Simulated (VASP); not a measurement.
Set up this calculation in VASP 6.6.1, as the native input.

```yaml
Task: relaxation of cell and atoms
Functional: PBE
Potentials_or_basis: VASP PAW PBE potentials, release 64 (Ga_d, S)
Cutoff: 600 eV
k_mesh: 6 × 6 × 4
Occupations: gaussian, width 0.1 eV
Spin: no spin polarisation
Dipole_correction: no
Further_INCAR_settings: ALGO = Normal; EDIFF = 1e-07; IBRION = 2; EDIFFG = -0.04; NSW = 90; ISIF = 3
```

The structure of GaS2 lies in POSCAR:

```
GaS2
1.0
    3.9111218562      0.0000000000      0.0000000000
   -1.9555609281      3.3871308848      0.0000000000
    0.0000000000      0.0000000000      4.2229721039
Ga S
1 2
Direct
    0.0000000000      0.0000000000      0.0000000000
    0.3333333333      0.6666666667      0.5000000000
    0.6666666667      0.3333333333      0.5000000000
```

The input as run:

INCAR

```
  ALGO = Normal
  EDIFF = 1E-7
  EDIFFG = -0.04
  ENCUT = 600
  GGA = PE
  IBRION = 2
  ISIF = 3
  ISMEAR = 0
  LASPH = True
  LCHARG = False
  LREAL = False
  LWAVE = False
  NELM = 80
  NSW = 90
  PREC = Accurate
  SIGMA = 0.1
```

KPOINTS

```
k-points
0
Gamma
  6 6 4
```

Potentials or basis: VASP PAW PBE potentials, release 64 (Ga_d, S).

Launch:

```console
$ cat potpaw_PBE.64/Ga_d/POTCAR potpaw_PBE.64/S/POTCAR > POTCAR
$ mpirun -np 1 vasp_std > vasp.out
```

Results of the run:

The relaxed volume is 19.63 Å³/atom and the relaxed cell is a = 4.331 Å, b = 4.331 Å, c = 3.624 Å, α = 90.00°, β = 90.00°, γ = 120.00°. The space group after relaxing (to 0.05 Å) is P6/mmm (No. 191), the energy gained by relaxing is 174.6 meV/atom and the ionic steps are 7. The pressure after relaxing is 0.1 GPa.

Caveat: the k points lie up to 0.43 Å⁻¹ apart in the final cell.

Wall time 42 s on 1 thread of Intel(R) Xeon(R) 6975P-C (Granite Rapids) (shared host), peak memory 0.2 GiB.
